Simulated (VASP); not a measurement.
# Au (Pm-3m) in VASP: a series of runs, part 2 of 2

VASP 6.6.1. Earlier steps stand in the parts before.

### Step 3. Single point, LDA

Input file INCAR:

```
PREC = Accurate ; ENCUT = 520
EDIFF = 1E-6 ; ISMEAR = -1
SIGMA = 0.05 ; LREAL = F
LASPH = T ; NELM = 80
ALGO = Normal ; ISIF = 2
LWAVE = F ; LCHARG = F
NBANDS = 12
```

Input file KPOINTS:

```
Automatic mesh
0
Gamma
  14 14 14
```

Input file POSCAR:

```
Au
1.0
    2.6673978136      0.0000000000      0.0000000000
    0.0000000000      2.6673978136      0.0000000000
    0.0000000000      0.0000000000      2.6673978136
Au
1
Direct
    0.0000000000      0.0000000000      0.0000000000
```

Potentials or basis: VASP PAW LDA potentials, release 64 (Au).

Started as:

```sh
cat potpaw_LDA.64/Au/POTCAR > POTCAR
mpirun -np 1 vasp_std > vasp.out
```

OUTCAR:

```text
PREC = Accurate
   ENCUT = 520
   EDIFF = 1E-6
   ISMEAR = -1
   LREAL = F
   LASPH = T
   NELM = 80
   ISIF = 2

 ion  position               nearest neighbor table
   1  0.000  0.000  0.000-

  LATTYP: Found a simple cubic cell.
 ALAT       =     2.6673978136

  Lattice vectors:

 A1 = (   2.6673978136,   0.0000000000,   0.0000000000)
 A2 = (   0.0000000000,   2.6673978136,   0.0000000000)
 A3 = (   0.0000000000,   0.0000000000,   2.6673978136)

Analysis of symmetry for initial positions (statically):
=====================================================================
 Subroutine PRICEL returns:
 Original cell was already a primitive cell.

 Routine SETGRP: Setting up the symmetry group for a
 simple cubic supercell.

 Subroutine GETGRP returns: Found 48 space group operations
 (whereof 48 operations were pure point group operations)
 out of a pool of 48 trial point group operations.

The static configuration has the point symmetry O_h .

Analysis of symmetry for dynamics (positions and initial velocities):
=====================================================================
 Subroutine PRICEL returns:
 Original cell was already a primitive cell.

 Routine SETGRP: Setting up the symmetry group for a
 simple cubic supercell.

 Subroutine GETGRP returns: Found 48 space group operations
 (whereof 48 operations were pure point group operations)
 out of a pool of 48 trial point group operations.

The dynamic configuration has the point symmetry O_h .

 Subroutine INISYM returns: Found 48 space group operations
 (whereof 48 operations are pure point group operations),
 and found     1 'primitive' translations

----------------------------------------------------------------------------------------

                                     Primitive cell

  volume of cell :      18.9786

  direct lattice vectors                    reciprocal lattice vectors
     2.667397814  0.000000000  0.000000000     0.374897211  0.000000000  0.000000000
     0.000000000  2.667397814  0.000000000     0.000000000  0.374897211  0.000000000
     0.000000000  0.000000000  2.667397814     0.000000000  0.000000000  0.374897211

  length of vectors
     2.667397814  2.667397814  2.667397814     0.374897211  0.374897211  0.374897211

  position of ions in fractional coordinates (direct lattice)
     0.000000000  0.000000000  0.000000000

  ion indices of the primitive-cell ions
   primitive index   ion index
                 1           1

----------------------------------------------------------------------------------------

 KPOINTS: Automatic mesh

Automatic generation of k-mesh.
 Grid dimensions read from file:
 generate k-points for:   14   14   14

 Generating k-lattice:

  Cartesian coordinates                     Fractional coordinates (reciprocal lattice)
     0.026778372  0.000000000  0.000000000     0.071428571  0.000000000  0.000000000
     0.000000000  0.026778372  0.000000000     0.000000000  0.071428571  0.000000000
     0.000000000  0.000000000  0.026778372     0.000000000  0.000000000  0.071428571

  Length of vectors
     0.026778372  0.026778372  0.026778372

  Shift w.r.t. Gamma in fractional coordinates (k-lattice)
     0.000000000  0.000000000  0.000000000

 Subroutine IBZKPT returns following result:
 ===========================================

 Found    120 irreducible k-points:

 Following reciprocal coordinates:
            Coordinates               Weight
  0.000000  0.000000  0.000000      1.000000
  0.071429  0.000000  0.000000      6.000000
  0.142857  0.000000  0.000000      6.000000
  0.214286  0.000000  0.000000      6.000000
  0.285714  0.000000  0.000000      6.000000
  0.357143  0.000000  0.000000      6.000000
[... 16 lines left out ...]
  0.285714  0.214286  0.000000     24.000000
  0.357143  0.214286  0.000000     24.000000
 [... further k-points ...]
   k-points           NKPTS =    120   k-points in BZ     NKDIM =    120   number of bands    NBANDS=     12
   number of dos      NEDOS =    301   number of ions     NIONS =      1
   total plane-waves  NPLWV =   8000
   dimension x,y,z NGX =    20 NGY =   20 NGZ =   20
   dimension x,y,z NGXF=    40 NGYF=   40 NGZF=   40
   ions per type =               1
   NGX,Y,Z   is equivalent  to a cutoff of  12.47, 12.47, 12.47 a.u.
   NGXF,Y,Z  is equivalent  to a cutoff of  24.93, 24.93, 24.93 a.u.
 SYSTEM =  unknown system
   PREC   = accura    normal or accurate (medium, high low for compatibility)
   ISTART =      0    job   : 0-new  1-cont  2-samecut
   ICHARG =      2    charge: 1-file 2-atom 10-const
   ISPIN  =      1    spin polarized calculation?
   LNONCOLLINEAR =      F non collinear calculations
   LSORBIT =      F    spin-orbit coupling
   LASPH  =      T    aspherical Exc in radial PAW
   ENCUT  =  520.0 eV  38.22 Ry    6.18 a.u.   4.96  4.96  4.96*2*pi/ulx,y,z
   NELM   =     80;   NELMIN=  2; NELMDL= -5     # of ELM steps
   EDIFF  = 0.1E-05   stopping-criterion for ELM
   LREAL  =      F    real-space projection
   EDIFFG = 0.1E-04   stopping-criterion for IOM
   NSW    =      0    number of steps for IOM
   IBRION =     -1    ionic relax: 0-MD 1-quasi-New 2-CG
   NFREE  =      0    steps in history (QN), initial steepest desc. (CG)
   ISIF   =      2    stress and relaxation
   ISYM   =      2    0-nonsym 1-usesym 2-fastsym
   POTIM  = 0.5000    time-step for ionic-motion
   TEBEG  =    0.0;   TEEND  =   0.0 temperature during run
   PSTRESS=    0.0 pullay stress
   NELECT =      11.0000    total number of electrons
   NUPDOWN=      -1.0000    fix difference up-down
   EMIN   =  10.00;   EMAX   =-10.00  energy-range for DOS
   EFERMI =   0.00;   METHOD = LEGACY
   ISMEAR =    -1;   SIGMA  =   0.05  broadening in eV -4-tet -1-fermi 0-gaus
   EFERMI_NEDOS =   21; number of points for ismear=-14 and -15
   IALGO  =     38    algorithm
   IMIX   =      4    mixing-type and parameters
     AMIX     =   0.40;   BMIX     =  1.00
     AMIX_MAG =   1.60;   BMIX_MAG =  1.00
  volume/ion in A,a.u.               =      18.98       128.07
  Fermi-wavevector in a.u.,A,eV,Ry     =   1.364954  2.579389 25.348997  1.863099
  Thomas-Fermi vector in A             =   2.491224
   LORBIT       =      0    0 simple, 1 ext, 2 COOP (PROOUT), +10 PAW based schemes
   GGA     = CA    functional components
   LHFCALC =     F    Hartree Fock is set to
   AEXX    =    0.0000 exact exchange contribution
   IVDW    =     0    specifies the selected vdW correction
   LEPSILON=     F    determine dielectric tensor
   LRPA    =     F    only Hartree local field effects (RPA)
 non-spin polarized calculation
  energy-cutoff  :      520.00
  volume of cell :       18.98
 maximum number of plane-waves:       536
 NGX is ok and might be reduce to    20
   NGX =  9   NGY =  9   NGZ =  9

 number of electron      11.0000002 magnetization

 Free energy of the ion-electron system (eV)
  ---------------------------------------------------
  ext. energy  EPLUGINS =         0.00000000
  ---------------------------------------------------
  free energy    TOTEN  =        -4.16892099 eV

  energy without entropy =       -4.16586577  energy(sigma->0) =       -4.16739338

 E-fermi :   7.2137     XC(G=0): -12.2385

 val. band max:        7.1966325339   @ k =   0.5000   0.5000   0.1429
 cond. band min:       7.2185681660   @ k =   0.5000   0.5000   0.2143
 fundamental gap:      0.0219356322
 Fermi energy:         7.2137119053

 k-point     1 :       0.0000    0.0000    0.0000
  band No.  band energies     occupation
      1      -1.2849      2.00000
      2       0.9957      2.00000
      3       0.9957      2.00000
      4       5.8844      2.00000
      5       5.8844      2.00000
      6       5.8844      2.00000
      7      21.5431      0.00000
      8      21.5431      0.00000
      9      21.5431      0.00000
     10      26.9009      0.00000
     11      29.4234      0.00000
     12      29.4234      0.00000

 k-point     2 :       0.0714    0.0000    0.0000
  band No.  band energies     occupation
      1      -1.1510      2.00000
      2       1.0173      2.00000
      3       1.1061      2.00000
      4       5.7858      2.00000
      5       5.7858      2.00000
      6       5.8923      2.00000
      7      20.5162      0.00000
      8      21.7689      0.00000
      9      21.7689      0.00000
     10      27.4819      0.00000
     11      28.8506      0.00000
     12      30.0437      0.00000
[... 316 lines left out ...]
 k-point    24 :       0.3571    0.2143    0.0000
  band No.  band energies     occupation
      1       1.2342      2.00000
      2       2.3550      2.00000
      3       3.1540      2.00000
      4       4.5791      2.00000
      5       5.3503      2.00000
      6       5.5667      2.00000
      7      13.4034      0.00000
      8      19.7733      0.00000
      9      24.7349      0.00000
     10      27.4457      0.00000
     11      27.7625      0.00000
     12      32.7978      0.00000

 [... further k-points ...]
[... 5 lines left out ...]
  --------------------------------------------------------------------------------------
  -------------------------------------------------------------------------------------
  Total        0.0583029      0.0583029      0.0583029      0.0000000      0.0000000     -0.0000000
  in kB        4.9219501      4.9219501      4.9219501      0.0000000      0.0000000     -0.0000000
  external PRESSURE =       4.9219501 kB  Pullay stress =       0.0000000 kB

 VOLUME and BASIS-vectors are now :
 -----------------------------------------------------------------------------
  energy-cutoff  :      520.00
  volume of cell :       18.98
      direct lattice vectors                 reciprocal lattice vectors
     2.667397814  0.000000000  0.000000000     0.374897211  0.000000000  0.000000000
     0.000000000  2.667397814  0.000000000     0.000000000  0.374897211  0.000000000
     0.000000000  0.000000000  2.667397814     0.000000000  0.000000000  0.374897211

 POSITION                                       TOTAL-FORCE (eV/Angst)
 -----------------------------------------------------------------------------------
      0.00000      0.00000      0.00000         0.000000      0.000000      0.000000
 -----------------------------------------------------------------------------------
    total drift:                               -0.000000      0.000000      0.000000

  FREE ENERGIE OF THE ION-ELECTRON SYSTEM (eV)
  ---------------------------------------------------
  free  energy   TOTEN  =        -4.1689209875 eV

  energy  without entropy=       -4.1658657722  energy(sigma->0) =       -4.16739338
```

OSZICAR:

```text
N       E                     dE             d eps       ncg     rms          rms(c)
DAV:   1     0.487566456969E+02    0.48757E+02   -0.55271E+03  2960   0.809E+02
DAV:   2    -0.381793778722E+01   -0.52575E+02   -0.50002E+02  3352   0.185E+02
DAV:   3    -0.453273140519E+01   -0.71479E+00   -0.71391E+00  3388   0.209E+01
DAV:   4    -0.453566154551E+01   -0.29301E-02   -0.29300E-02  3288   0.151E+00
DAV:   5    -0.453568718685E+01   -0.25641E-04   -0.25641E-04  3428   0.137E-01    0.842E+00
DAV:   6    -0.418810323460E+01    0.34758E+00   -0.11055E+00  3036   0.807E+00    0.560E+00
DAV:   7    -0.417304404299E+01    0.15059E-01   -0.22212E-02  3304   0.120E+00    0.302E+00
DAV:   8    -0.416891581491E+01    0.41282E-02   -0.91494E-04  3160   0.246E-01    0.136E-01
DAV:   9    -0.416891936201E+01   -0.35471E-05   -0.19953E-05  3260   0.321E-02    0.116E-02
DAV:  10    -0.416892098610E+01   -0.16241E-05   -0.10452E-06  3008   0.722E-03    0.102E-03
DAV:  11    -0.416892098748E+01   -0.13794E-08   -0.38464E-08  1628   0.156E-03
   1 F= -.41689210E+01 E0= -.41673934E+01  d E =-.305522E-02
```

Run time: 8.6 s. Hardware: 1 thread of Intel Xeon Platinum 8559C (Emerald Rapids), shared host; peak memory 0.13 GiB.

Results:

| Quantity | Value |
| --- | --- |
| Free energy | -4.1689 eV |
| Pressure | 0.5 GPa |

Caveat: spin-orbit coupling is left out, which moves the levels of the heavy elements.

### Step 4. Single point, LDA

Input file INCAR:

```
SYSTEM = Au
  ALGO = Normal
  EDIFF = 1E-7
  ENCUT = 520
  ISIF = 2
  ISMEAR = -1
  LASPH = .True.
  LCHARG = .False.
  LREAL = .False.
  LWAVE = .False.
  NBANDS = 12
  NELM = 100
  PREC = Accurate
  SIGMA = 0.05
```

Input file KPOINTS:

```
k-points
0
Gamma
  14 14 14
  0 0 0
```

POSCAR is that of step 3.

Started as:

```sh
cat potpaw_LDA.64/Au/POTCAR > POTCAR
mpirun -np 1 vasp_std > vasp.out
```

It took 8.7 s on 1 thread of Intel Xeon Platinum 8559C (Emerald Rapids), shared host; peak memory 0.13 GiB.

Results (log left out):

| Quantity | Value |
| --- | --- |
| Free energy | -4.1689 eV |
| Pressure | 0.5 GPa |

Levels at points of the mesh, in eV from the Fermi level:
| k point | band 3 | band 4 | band 5 | band 6 | band 7 | band 8 |
| --- | --- | --- | --- | --- | --- | --- |
| (0.00, 0.00, 0.00) | -6.22 | -1.33 | -1.33 | -1.33 | 14.33 | 14.33 |
| (0.50, 0.00, 0.00) | -3.02 | -3.02 | -1.17 | -0.79 | 2.52 | 16.45 |
| (0.50, 0.50, 0.00) | -2.72 | -2.72 | -0.04 | 3.83 | 3.83 | 7.32 |
| (0.50, 0.50, 0.50) | -5.39 | 0.07 | 0.07 | 8.84 | 8.84 | 8.84 |

Caveat: spin-orbit coupling is left out, which moves the levels of the heavy elements.

### Step 5. Single point, LDA

This run uses another cell than the first one, of 17.46 Å³/atom, 0.920 times its volume.

Input file INCAR:

```
SYSTEM = Au
PREC = Accurate
ENCUT = 520
EDIFF = 1E-6
ISMEAR = -1
SIGMA = 0.05
LREAL = .False.
LASPH = .True.
NELM = 80
ALGO = Normal
ISIF = 2
LWAVE = .False.
LCHARG = .True.
LELF = .True.
LVHAR = .True.
ISYM = 0
NBANDS = 12
```

Input file KPOINTS:

```
Automatic mesh
0
Gamma
  14 14 14
  0 0 0
```

Input file POSCAR:

```
Au
1.0
    2.5942813086      0.0000000000      0.0000000000
    0.0000000000      2.5942813086      0.0000000000
    0.0000000000      0.0000000000      2.5942813086
Au
1
Direct
    0.0000000000      0.0000000000      0.0000000000
```

Started as:

```sh
cat potpaw_LDA.64/Au/POTCAR > POTCAR
mpirun -np 1 vasp_std > vasp.out
```

It took 69 s on 1 thread of Intel Xeon Platinum 8559C (Emerald Rapids), shared host; peak memory 0.35 GiB.

The run converged. Its results:

- Free energy: -4.0949 eV
- Pressure: 16.3 GPa

Levels at points of the mesh, in eV from the Fermi level:
| k point | band 2 | band 3 | band 4 | band 5 | band 6 | band 7 | band 8 | band 9 | band 10 | band 11 |
| --- | --- | --- | --- | --- | --- | --- | --- | --- | --- | --- |
| (0.00, 0.00, 0.00) | -6.95 | -6.95 | -1.35 | -1.35 | -1.35 | 14.75 | 14.75 | 14.75 | 20.57 | 23.18 |
| (0.50, 0.00, 0.00) | -6.42 | -3.32 | -3.32 | -1.22 | -1.16 | 2.92 | 16.45 | 19.33 | 20.63 | 20.63 |
| (0.00, 0.50, 0.00) | -6.42 | -3.32 | -3.32 | -1.22 | -1.16 | 2.92 | 16.45 | 19.33 | 20.63 | 20.63 |
| (0.00, 0.00, 0.50) | -6.42 | -3.32 | -3.32 | -1.22 | -1.16 | 2.92 | 16.45 | 19.33 | 20.63 | 20.63 |
| (0.50, 0.50, 0.00) | -5.92 | -2.97 | -2.97 | 0.13 | 3.78 | 3.78 | 8.21 | 12.55 | 21.32 | 21.32 |
| (0.00, 0.50, 0.50) | -5.92 | -2.97 | -2.97 | 0.13 | 3.78 | 3.78 | 8.21 | 12.55 | 21.32 | 21.32 |
| (0.50, 0.00, 0.50) | -5.92 | -2.97 | -2.97 | 0.13 | 3.78 | 3.78 | 8.21 | 12.55 | 21.32 | 21.32 |
| (0.50, 0.50, 0.50) | -6.06 | -6.06 | 0.26 | 0.26 | 9.26 | 9.26 | 9.26 | 9.75 | 15.41 | 18.37 |

Caveat: spin-orbit coupling is left out, which moves the levels of the heavy elements.
